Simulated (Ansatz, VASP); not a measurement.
SnPbO2: VASP beside Ansatz

INCAR

```
SYSTEM = SnPbO2
ALGO = Normal
EDIFF = 1E-6
ENCUT = 520
GGA = PE
ISIF = 2
ISMEAR = 0
LASPH = .True.
LCHARG = .False.
LREAL = .False.
LWAVE = .False.
NBANDS = 28
NELM = 100
PREC = Accurate
SIGMA = 0.02
```

The input KPOINTS:

```
k-points
0
Gamma
  8 8 6
  0 0 0
```

Contents of POSCAR:

```
SnPbO2
1.0
    3.9451383701      0.0000000000      0.0000000000
    0.0000000000      3.9451383701      0.0000000000
    0.0000000000      0.0000000000      5.2330235299
Sn Pb O
1 1 2
Direct
    0.5000000000      0.5000000000      0.2142270213
    0.0000000000      0.0000000000      0.7625587887
    0.5000000000      0.0000000000      0.0116070950
    0.0000000000      0.5000000000      0.0116070950
```

Input for Ansatz:

```yaml
crystal:
  lattice:
    - [3.9451383701, 0.0, 0.0]
    - [0.0, 3.9451383701, 0.0]
    - [0.0, 0.0, 5.2330235299]
  atoms:
    - { symbol: Sn, position: [0.5, 0.5, 0.2142270213] }
    - { symbol: Pb, position: [0.0, 0.0, 0.7625587887] }
    - { symbol: O, position: [0.5, 0.0, 0.011607095] }
    - { symbol: O, position: [0.0, 0.5, 0.011607095] }
basis:
  ecutwfc: 420
kpoints:
  mp_grid: { grid: [8, 8, 6] }
  band_path:
    path:
      - [[0.0, 0.0, 0.0], [0.0, 0.5, 0.0], [0.5, 0.5, 0.0], [0.0, 0.0, 0.0], [0.0, 0.0, 0.5], [0.0, 0.5, 0.5], [0.5, 0.5, 0.5], [0.0, 0.0, 0.5]]
      - [[0.0, 0.5, 0.0], [0.0, 0.5, 0.5]]
      - [[0.5, 0.5, 0.0], [0.5, 0.5, 0.5]]
    npoints: 14
hamiltonian:
  xc: pbe
scf:
  occupations: { method: gaussian, width: 0.02 }
  n_extra_bands: 10
output:
  forces: true
  stress: true
  eigenvalues: true
  populations: true
  dos: { projected: true, de: 0.02, nscf_kmesh: { grid: [12, 12, 9] } }
  bader: true
  write_density: true
  write_potential: true
  elf: true
  volumetric_format: npy
```

Alike in both runs: task single point; functional PBE; k mesh 8 × 8 × 6; occupations gaussian, width 0.02 eV; no spin polarisation.

|  | VASP | Ansatz |
| --- | --- | --- |
| version | VASP 6.6.1 | Ansatz 0.2.0 |
| potentials or method | VASP PAW PBE potentials, release 64 (Sn_d, Pb_d, O), cutoff 520 eV | scalar-relativistic, plane waves, PAW |
| valence electrons in the cell | 40 | 40 |

VASP gave:

```
gap on the k mesh at the Fermi level (eV) : 1.09
least direct gap on the mesh (eV)         : 2.04
pressure (GPa)                            : 0.1
rms of the force components (eV/Å)        : 0.024
```

What did Ansatz give for the same quantities?

gap on the k mesh at the Fermi level (eV): 1.08; least direct gap on the mesh (eV): 2.06; pressure (GPa): 0.0; rms of the force components (eV/Å): 0.000.

Atom by atom the forces differ by 0.024 eV/Å (rms over components). With one functional, cell and mesh, what is left measures potentials, basis and numerics.

Spin-orbit coupling is off throughout.
